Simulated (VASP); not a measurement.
# Ta (P6/mmm) in VASP: a series of runs

The runs below take Ta through single point, relaxation of shape and atoms at fixed volume, with PBE.

Everything below comes from runs of VASP 6.6.1. Logs are shortened: lines on timing, memory, paths and dates and some standing lists are left out, and cuts for length are marked.

## 1. The cell of the first run

Symmetry: P6/mmm, No. 191, hexagonal system. Conventional cell: a = 4.863 Å, b = 4.863 Å, c = 2.730 Å, α = 90.00°, β = 90.00°, γ = 120.00°. Within 3.6 Å of Ta (site symmetry 6/mmm) lie 14 Ta at 2.73 to 3.12 Å. Ta (site symmetry -6m2) has 11 Ta at 2.73 to 3.12 Å within 3.6 Å.

## 2. Single point, PBE

Input file INCAR:

```
PREC     = Accurate       # precision mode
ENCUT    = 520            # plane-wave cutoff, eV
EDIFF    = 1E-7           # SCF threshold, eV
ISMEAR   = -1             # smearing method
SIGMA    = 0.05           # smearing width, eV
LREAL    = False          # projectors in reciprocal space
LASPH    = True           # aspherical terms in the spheres
NELM     = 60             # most SCF steps
ALGO     = Normal         # electronic algorithm
ISIF     = 2              # what is computed and relaxed
LWAVE    = False          # write WAVECAR
LCHARG   = False          # write CHGCAR
GGA      = PE             # functional
NBANDS   = 24             # bands
```

Input file KPOINTS:

```
regular mesh
0
Gamma
  9 9 12
```

Input file POSCAR:

```
Ta
1.0
    4.8634078299      0.0000000000      0.0000000000
   -2.4317039149      4.2118347297      0.0000000000
    0.0000000000      0.0000000000      2.7303794766
Ta
3
Direct
    0.0000000000      0.0000000000      0.0000000000
    0.3333333333      0.6666666667      0.5000000000
    0.6666666667      0.3333333333      0.5000000000
```

Potentials or basis: VASP PAW PBE potentials, release 64 (Ta_pv).

Launch:

```console
$ cat potpaw_PBE.64/Ta_pv/POTCAR > POTCAR
$ mpirun -np 1 vasp_std > vasp.out
```

OUTCAR:

```text
PREC = Accurate
   ENCUT = 520
   EDIFF = 1E-7
   ISMEAR = -1
   LREAL = False
   LASPH = True
   NELM = 60
   ISIF = 2
   GGA = PE

 ion  position               nearest neighbor table
   1  0.000  0.000  0.000-   2 3.12   3 3.12   2 3.12   3 3.12   3 3.12   3 3.12   2 3.12   2 3.12
                             3 3.12   3 3.12   2 3.12   2 3.12
   2  0.333  0.667  0.500-   3 2.81   3 2.81   3 2.81   1 3.12   1 3.12   1 3.12   1 3.12   1 3.12
                             1 3.12
   3  0.667  0.333  0.500-   2 2.81   2 2.81   2 2.81   1 3.12   1 3.12   1 3.12   1 3.12   1 3.12
                             1 3.12

  LATTYP: Found a hexagonal cell.
 ALAT       =     4.8634078299
 C/A-ratio  =     0.5614128142

  Lattice vectors:

 A1 = (   4.8634078299,   0.0000000000,   0.0000000000)
 A2 = (  -2.4317039149,   4.2118347297,   0.0000000000)
 A3 = (   0.0000000000,   0.0000000000,   2.7303794766)

Analysis of symmetry for initial positions (statically):
=====================================================================
 Subroutine PRICEL returns:
 Original cell was already a primitive cell.

 Routine SETGRP: Setting up the symmetry group for a
 hexagonal supercell.

 Subroutine GETGRP returns: Found 24 space group operations
 (whereof 24 operations were pure point group operations)
 out of a pool of 24 trial point group operations.

The static configuration has the point symmetry D_6h.

Analysis of symmetry for dynamics (positions and initial velocities):
=====================================================================
 Subroutine PRICEL returns:
 Original cell was already a primitive cell.

 Routine SETGRP: Setting up the symmetry group for a
 hexagonal supercell.

 Subroutine GETGRP returns: Found 24 space group operations
 (whereof 24 operations were pure point group operations)
 out of a pool of 24 trial point group operations.

The dynamic configuration has the point symmetry D_6h.

 Subroutine INISYM returns: Found 24 space group operations
 (whereof 24 operations are pure point group operations),
 and found     1 'primitive' translations

----------------------------------------------------------------------------------------

                                     Primitive cell

  volume of cell :      55.9287

  direct lattice vectors                    reciprocal lattice vectors
     4.863407830  0.000000000  0.000000000     0.205617138  0.118713110  0.000000000
    -2.431703915  4.211834730  0.000000000     0.000000000  0.237426220  0.000000000
     0.000000000  0.000000000  2.730379477     0.000000000  0.000000000  0.366249457

  length of vectors
     4.863407830  4.863407830  2.730379477     0.237426220  0.237426220  0.366249457

  position of ions in fractional coordinates (direct lattice)
     0.000000000  0.000000000  0.000000000
     0.333333333  0.666666667  0.500000000
     0.666666667  0.333333333  0.500000000

  ion indices of the primitive-cell ions
   primitive index   ion index
                 1           1
                 2           2
                 3           3

----------------------------------------------------------------------------------------

 KPOINTS: regular mesh

Automatic generation of k-mesh.
 Grid dimensions read from file:
 generate k-points for:    9    9   12

 Generating k-lattice:

  Cartesian coordinates                     Fractional coordinates (reciprocal lattice)
     0.022846349  0.013190346  0.000000000     0.111111111  0.000000000  0.000000000
     0.000000000  0.026380691  0.000000000     0.000000000  0.111111111  0.000000000
     0.000000000  0.000000000  0.030520788     0.000000000  0.000000000  0.083333333

  Length of vectors
     0.026380691  0.026380691  0.030520788

  Shift w.r.t. Gamma in fractional coordinates (k-lattice)
     0.000000000  0.000000000  0.000000000

 Subroutine IBZKPT returns following result:
 ===========================================

 Found     84 irreducible k-points:

 Following reciprocal coordinates:
            Coordinates               Weight
  0.000000  0.000000  0.000000      1.000000
  0.111111  0.000000  0.000000      6.000000
  0.222222  0.000000  0.000000      6.000000
  0.333333  0.000000  0.000000      6.000000
  0.444444  0.000000  0.000000      6.000000
  0.111111  0.111111  0.000000      6.000000
[... 16 lines left out ...]
  0.333333  0.222222  0.083333     24.000000
  0.333333  0.333333  0.083333      4.000000
 [... further k-points ...]
   k-points           NKPTS =     84   k-points in BZ     NKDIM =     84   number of bands    NBANDS=     24
   number of dos      NEDOS =    301   number of ions     NIONS =      3
   total plane-waves  NPLWV =  25920
   dimension x,y,z NGX =    36 NGY =   36 NGZ =   20
   dimension x,y,z NGXF=    72 NGYF=   72 NGZF=   40
   ions per type =               3
   NGX,Y,Z   is equivalent  to a cutoff of  12.31, 12.31, 12.18 a.u.
   NGXF,Y,Z  is equivalent  to a cutoff of  24.61, 24.61, 24.35 a.u.
 SYSTEM =  unknown system
   PREC   = accura    normal or accurate (medium, high low for compatibility)
   ISTART =      0    job   : 0-new  1-cont  2-samecut
   ICHARG =      2    charge: 1-file 2-atom 10-const
   ISPIN  =      1    spin polarized calculation?
   LNONCOLLINEAR =      F non collinear calculations
   LSORBIT =      F    spin-orbit coupling
   LASPH  =      T    aspherical Exc in radial PAW
   ENCUT  =  520.0 eV  38.22 Ry    6.18 a.u.   9.04  9.04  5.08*2*pi/ulx,y,z
   NELM   =     60;   NELMIN=  2; NELMDL= -5     # of ELM steps
   EDIFF  = 0.1E-06   stopping-criterion for ELM
   LREAL  =      F    real-space projection
   EDIFFG = 0.1E-05   stopping-criterion for IOM
   NSW    =      0    number of steps for IOM
   IBRION =     -1    ionic relax: 0-MD 1-quasi-New 2-CG
   NFREE  =      0    steps in history (QN), initial steepest desc. (CG)
   ISIF   =      2    stress and relaxation
   ISYM   =      2    0-nonsym 1-usesym 2-fastsym
   POTIM  = 0.5000    time-step for ionic-motion
   TEBEG  =    0.0;   TEEND  =   0.0 temperature during run
   PSTRESS=    0.0 pullay stress
   NELECT =      33.0000    total number of electrons
   NUPDOWN=      -1.0000    fix difference up-down
   EMIN   =  10.00;   EMAX   =-10.00  energy-range for DOS
   EFERMI =   0.00;   METHOD = LEGACY
   ISMEAR =    -1;   SIGMA  =   0.05  broadening in eV -4-tet -1-fermi 0-gaus
   EFERMI_NEDOS =   21; number of points for ismear=-14 and -15
   IALGO  =     38    algorithm
   IMIX   =      4    mixing-type and parameters
     AMIX     =   0.40;   BMIX     =  1.00
     AMIX_MAG =   1.60;   BMIX_MAG =  1.00
  volume/ion in A,a.u.               =      18.64       125.81
  Fermi-wavevector in a.u.,A,eV,Ry     =   1.373097  2.594777 25.652352  1.885395
  Thomas-Fermi vector in A             =   2.498644
   LORBIT       =      0    0 simple, 1 ext, 2 COOP (PROOUT), +10 PAW based schemes
   GGA     = PE    functional components
   LHFCALC =     F    Hartree Fock is set to
   AEXX    =    0.0000 exact exchange contribution
   IVDW    =     0    specifies the selected vdW correction
   LEPSILON=     F    determine dielectric tensor
   LRPA    =     F    only Hartree local field effects (RPA)
 non-spin polarized calculation
  energy-cutoff  :      520.00
  volume of cell :       55.93
 maximum number of plane-waves:      1530
   NGX = 19   NGY = 19   NGZ = 11

 number of electron      33.0000011 magnetization

 Free energy of the ion-electron system (eV)
  ---------------------------------------------------
  ext. energy  EPLUGINS =         0.00000000
  ---------------------------------------------------
  free energy    TOTEN  =       -34.76827659 eV

  energy without entropy =      -34.73585291  energy(sigma->0) =      -34.75206475

 E-fermi :   5.4977     XC(G=0): -12.4285

 val. band max:        5.4919925597   @ k =   0.3333   0.1111   0.4167
 cond. band min:       5.5064638221   @ k =   0.4444   0.0000   0.1667
 fundamental gap:      0.0144712624
 Fermi energy:         5.4977419204

 k-point     1 :       0.0000    0.0000    0.0000
  band No.  band energies     occupation
      1     -28.8449      2.00000
      2     -28.8449      2.00000
      3     -28.6677      2.00000
      4     -28.6677      2.00000
      5     -28.0643      2.00000
      6     -28.0643      2.00000
[... 16 lines left out ...]
     23       8.8260      0.00000
     24      11.9806      0.00000

 k-point     2 :       0.1111    0.0000    0.0000
  band No.  band energies     occupation
      1     -28.8916      2.00000
      2     -28.8711      2.00000
      3     -28.6133      2.00000
      4     -28.6038      2.00000
      5     -28.1042      2.00000
      6     -28.0710      2.00000
[... 16 lines left out ...]
     23       9.3555      0.00000
     24      11.6717      0.00000

 k-point     3 :       0.2222    0.0000    0.0000
  band No.  band energies     occupation
      1     -28.9648      2.00000
      2     -28.8817      2.00000
      3     -28.5178      2.00000
      4     -28.4908      2.00000
      5     -28.2120      2.00000
      6     -28.0907      2.00000
[... 16 lines left out ...]
     23      10.0025      0.00000
     24      10.9398      0.00000

 k-point     4 :       0.3333    0.0000    0.0000
  band No.  band energies     occupation
      1     -29.0225      2.00000
      2     -28.8355      2.00000
      3     -28.4341      2.00000
      4     -28.4272      2.00000
      5     -28.3205      2.00000
      6     -28.1207      2.00000
[... 16 lines left out ...]
     23      10.3619      0.00000
     24      10.6063      0.00000

 k-point     5 :       0.4444    0.0000    0.0000
  band No.  band energies     occupation
      1     -29.0534      2.00000
      2     -28.7354      2.00000
      3     -28.5627      2.00000
      4     -28.3656      2.00000
      5     -28.2954      2.00000
      6     -28.1494      2.00000
[... 16 lines left out ...]
     23      10.0326      0.00000
     24      10.8477      0.00000

 k-point     6 :       0.1111    0.1111    0.0000
  band No.  band energies     occupation
      1     -28.9329      2.00000
      2     -28.8989      2.00000
      3     -28.5321      2.00000
      4     -28.5306      2.00000
      5     -28.1795      2.00000
      6     -28.0829      2.00000
[... 16 lines left out ...]
     23       9.7654      0.00000
     24      11.1509      0.00000
[... 379 lines left out ...]
 k-point    21 :       0.4444    0.1111    0.0833
  band No.  band energies     occupation
      1     -29.0167      2.00000
      2     -28.7139      2.00000
      3     -28.6216      2.00000
      4     -28.3391      2.00000
      5     -28.2887      2.00000
      6     -28.1373      2.00000
[... 16 lines left out ...]
     23       9.5102      0.00000
     24      10.7540      0.00000

 k-point    22 :       0.2222    0.2222    0.0833
  band No.  band energies     occupation
      1     -28.9578      2.00000
      2     -28.8649      2.00000
      3     -28.4957      2.00000
      4     -28.3528      2.00000
      5     -28.3316      2.00000
      6     -28.1131      2.00000
[... 16 lines left out ...]
     23      10.4876      0.00000
     24      10.5769      0.00000

 k-point    23 :       0.3333    0.2222    0.0833
  band No.  band energies     occupation
      1     -28.9575      2.00000
      2     -28.7922      2.00000
      3     -28.6346      2.00000
      4     -28.3142      2.00000
      5     -28.2972      2.00000
      6     -28.1213      2.00000
[... 16 lines left out ...]
     23      10.0396      0.00000
     24      10.7394      0.00000

 k-point    24 :       0.3333    0.3333    0.0833
  band No.  band energies     occupation
      1     -28.9190      2.00000
      2     -28.7476      2.00000
      3     -28.7476      2.00000
      4     -28.2929      2.00000
      5     -28.2929      2.00000
      6     -28.1171      2.00000
[... 16 lines left out ...]
     23       9.6159      0.00000
     24      10.3296      0.00000

 [... further k-points ...]
[... 5 lines left out ...]
  --------------------------------------------------------------------------------------
  -------------------------------------------------------------------------------------
  Total        0.0437953      0.0437953      0.0457152      0.0000000      0.0000000      0.0000000
  in kB        1.2545924      1.2545924      1.3095928      0.0000000      0.0000000      0.0000000
  external PRESSURE =       1.2729259 kB  Pullay stress =       0.0000000 kB

 VOLUME and BASIS-vectors are now :
 -----------------------------------------------------------------------------
  energy-cutoff  :      520.00
  volume of cell :       55.93
      direct lattice vectors                 reciprocal lattice vectors
     4.863407830  0.000000000  0.000000000     0.205617138  0.118713110  0.000000000
    -2.431703915  4.211834730  0.000000000     0.000000000  0.237426220  0.000000000
     0.000000000  0.000000000  2.730379477     0.000000000  0.000000000  0.366249457

 POSITION                                       TOTAL-FORCE (eV/Angst)
 -----------------------------------------------------------------------------------
      0.00000      0.00000      0.00000        -0.000000      0.000000     -0.000000
     -0.00000      2.80789      1.36519         0.000000      0.000000     -0.000000
      2.43170      1.40394      1.36519        -0.000000     -0.000000      0.000000
 -----------------------------------------------------------------------------------
    total drift:                                0.000000      0.000000     -0.000000

  FREE ENERGIE OF THE ION-ELECTRON SYSTEM (eV)
  ---------------------------------------------------
  free  energy   TOTEN  =       -34.7682765942 eV

  energy  without entropy=      -34.7358529097  energy(sigma->0) =      -34.75206475
```

It took 72 s on 1 thread of Intel Xeon Platinum 8488C (Sapphire Rapids), shared host; peak memory 0.22 GiB.

What came out:

| Quantity | Value |
| --- | --- |
| Free energy | -34.7683 eV |
| Pressure | 0.1 GPa |

Levels at points of the mesh, in eV from the Fermi level:
```
           k point  band 13  band 14  band 15  band 16  band 17  band 18  band 19  band 20  band 21  band 22
(0.00, 0.00, 0.00)    -1.43    -1.43    -1.42    -1.42    -0.66     1.01     1.01     3.28     3.28     3.33
(0.00, 0.00, 0.50)    -2.87    -2.87    -1.91     0.17     0.17     1.36     1.36     4.44     4.44     5.20
```

Caveat: spin-orbit coupling is left out, which moves the levels of the heavy elements.

## 3. Relaxation of shape and atoms at fixed volume, PBE

This run uses another cell than the first one, of 8.39 Å³/atom, 0.450 times its volume.

Input file INCAR:

```
SYSTEM = Ta
  PREC = Accurate
  ENCUT = 600
  EDIFF = 1E-7
  ISMEAR = -1
  SIGMA = 0.05
  LREAL = .FALSE.
  LASPH = .TRUE.
  NELM = 80
  ALGO = Normal
  ISIF = 4
  LWAVE = .FALSE.
  LCHARG = .FALSE.
  GGA = PE
  IBRION = 2
  NSW = 50
  EDIFFG = -0.005
```

Input file KPOINTS:

```
regular mesh
0
G
  9 9 12
  0 0 0
```

Input file POSCAR:

```
Ta
1.0
    3.7268752936      0.0000000000      0.0000000000
   -1.8634376468      3.2275686810      0.0000000000
    0.0000000000      0.0000000000      2.0923155470
Ta
3
Direct
    0.0000000000      0.0000000000      0.0000000000
    0.3333333333      0.6666666667      0.5000000000
    0.6666666667      0.3333333333      0.5000000000
```

Potentials or basis: VASP PAW PBE potentials, release 64 (Ta_pv).

Launch:

```console
$ cat potpaw_PBE.64/Ta_pv/POTCAR > POTCAR
$ mpirun -np 1 vasp_std > vasp.out
```

OUTCAR:

```text
SYSTEM = Ta
   PREC = Accurate
   ENCUT = 600
   EDIFF = 1E-7
   ISMEAR = -1
   LREAL = .FALSE.
   LASPH = .TRUE.
   NELM = 80
   ISIF = 4
   GGA = PE
   IBRION = 2
   NSW = 50
   EDIFFG = -0.005

 ion  position               nearest neighbor table
   1  0.000  0.000  0.000-   2 2.39   3 2.39   2 2.39   3 2.39   3 2.39   3 2.39   2 2.39   2 2.39
                             3 2.39   3 2.39   2 2.39   2 2.39
   2  0.333  0.667  0.500-   3 2.15   3 2.15   3 2.15   1 2.39   1 2.39   1 2.39   1 2.39   1 2.39
                             1 2.39   3 3.00   3 3.00   3 3.00   3 3.00   3 3.00   3 3.00
   3  0.667  0.333  0.500-   2 2.15   2 2.15   2 2.15   1 2.39   1 2.39   1 2.39   1 2.39   1 2.39
                             1 2.39   2 3.00   2 3.00   2 3.00   2 3.00   2 3.00   2 3.00

  LATTYP: Found a hexagonal cell.
 ALAT       =     3.7268752936
 C/A-ratio  =     0.5614128143

  Lattice vectors:

 A1 = (   3.7268752936,   0.0000000000,   0.0000000000)
 A2 = (  -1.8634376468,   3.2275686810,   0.0000000000)
 A3 = (   0.0000000000,   0.0000000000,   2.0923155470)

Analysis of symmetry for initial positions (statically):
=====================================================================
 Subroutine PRICEL returns:
[... 177 lines left out ...]

  FORCE on cell =-STRESS in cart. coord.  units (eV):
  Direction    XX          YY          ZZ          XY          YZ          ZX
  --------------------------------------------------------------------------------------
  -------------------------------------------------------------------------------------
  Total      108.8879796    108.8879796    121.6495724      0.0000000     -0.0000000      0.0000000
  in kB     6931.7515228   6931.7515229   7744.1478097      0.0000000     -0.0000000      0.0000000
  external PRESSURE =    7202.5502851 kB  Pullay stress =       0.0000000 kB
[... 209 lines left out ...]
--------------------------------------- Ionic step        7  -------------------------------------------

 number of electron      33.0000001 magnetization

 Free energy of the ion-electron system (eV)
  ---------------------------------------------------
  ext. energy  EPLUGINS =         0.00000000
  ---------------------------------------------------
  free energy    TOTEN  =        -0.01137047 eV

  energy without entropy =       -0.00187964  energy(sigma->0) =       -0.00662506

 E-fermi :  14.8654     XC(G=0): -17.0782

 val. band max:       14.8077725094   @ k =   0.4444   0.1111   0.1667
 cond. band min:      14.8817421036   @ k =   0.1111   0.1111   0.2500
 fundamental gap:      0.0739695943
 Fermi energy:        14.8653523356

 k-point     1 :       0.0000    0.0000    0.0000
  band No.  band energies     occupation
      1     -23.9904      2.00000
      2     -23.9904      2.00000
      3     -22.6390      2.00000
      4     -22.6390      2.00000
      5     -17.8557      2.00000
      6     -16.2830      2.00000
[... 541 lines left out ...]
     19      18.7179      0.00000
     20      18.7179      0.00000

 [... further k-points ...]
[... 5 lines left out ...]
  --------------------------------------------------------------------------------------
  -------------------------------------------------------------------------------------
  Total      112.3721390    112.3721390    112.3732569      0.0000000      0.0000000      0.0000000
  in kB     7153.5512774   7153.5512774   7153.6224430      0.0000000      0.0000000      0.0000000
  external PRESSURE =    7153.5749993 kB  Pullay stress =       0.0000000 kB
[... 18 lines left out ...]
  FREE ENERGIE OF THE ION-ELECTRON SYSTEM (eV)
  ---------------------------------------------------
  free  energy   TOTEN  =        -0.0113704727 eV

  energy  without entropy=       -0.0018796423  energy(sigma->0) =       -0.00662506

 reached required accuracy - stopping structural energy minimisation
```

OSZICAR:

```text
N       E                     dE             d eps       ncg     rms          rms(c)
DAV:   1     0.375869379826E+03    0.37587E+03   -0.20418E+04  3360   0.214E+03
DAV:   2     0.121858314641E+02   -0.36368E+03   -0.35233E+03  3592   0.574E+02
[... 61 lines left out ...]
DAV:   1    -0.120992363109E-01   -0.12834E-02   -0.40100E-02  3440   0.172E+00    0.177E-01
DAV:   2    -0.115671207341E-01    0.53212E-03   -0.96355E-04  3708   0.309E-01    0.977E-02
DAV:   3    -0.113695345162E-01    0.19759E-03   -0.43955E-04  3940   0.173E-01    0.452E-02
DAV:   4    -0.113706555303E-01   -0.11210E-05   -0.13324E-05  3604   0.383E-02    0.295E-02
DAV:   5    -0.113704760324E-01    0.17950E-06   -0.45923E-07  3276   0.496E-03    0.576E-04
DAV:   6    -0.113704726527E-01    0.33797E-08   -0.19701E-08  1844   0.150E-03
   7 F= -.11370473E-01 E0= -.66250575E-02  d E =-.449990E-04
```

Wall time 3.5 min (1 thread of Intel Xeon Platinum 8488C (Sapphire Rapids), shared host); peak memory 0.17 GiB.

The run converged, but its numbers aren't listed here, since they failed a check.

Caveat: spin-orbit coupling is left out, which moves the levels of the heavy elements.

(Continued in part 2 of 2.)
